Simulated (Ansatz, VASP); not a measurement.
# Two plane-wave programs on Ta2N

```
CELL_PARAMETERS angstrom
3.17867 0.00000 0.00000
-1.58933 2.75281 0.00000
0.00000 0.00000 5.00394
ATOMIC_POSITIONS crystal
Ta 0.66667 0.33333 0.74491
Ta 0.33333 0.66667 0.25509
N 0.00000 0.00000 0.00000
```

Change from the starting cell: strain +0.025 along x and y, +0.025 along z, atoms carried along.

Alike in both runs: task single point; functional PBE; k mesh 18 × 18 × 10; occupations gaussian, width 0.15 eV; no spin polarisation.

|  | VASP | Ansatz |
| --- | --- | --- |
| version | VASP 6.6.1 | Ansatz 0.2.0 |
| potentials or method | VASP PAW PBE potentials, release 64 (Ta_pv, N), cutoff 520 eV | scalar-relativistic, plane waves, PAW |
| valence electrons in the cell | 27 | 31 |

|  | VASP | Ansatz | Ansatz less VASP |
| --- | --- | --- | --- |
| gap on the k mesh at the Fermi level (eV) | none | none | - |
| pressure (GPa) | -17.5 | -17.8 | -0.27 |
| traceless stress, the component that is largest in VASP (GPa) | -0.22 | -0.18 | +0.046 |
| rms of the force components (eV/Å) | 0.156 | 0.174 | +0.0172 |

Atom by atom the forces differ by 0.017 eV/Å (rms over components). A gap of «none» marks a metal or a gap that the smearing closes. With one functional, cell and mesh, what is left measures potentials, basis and numerics. VASP's potentials hold 27 valence electrons a cell and Ansatz's 31, so a difference there can come from the potentials and not from the codes.

Neither program's run includes spin-orbit coupling.
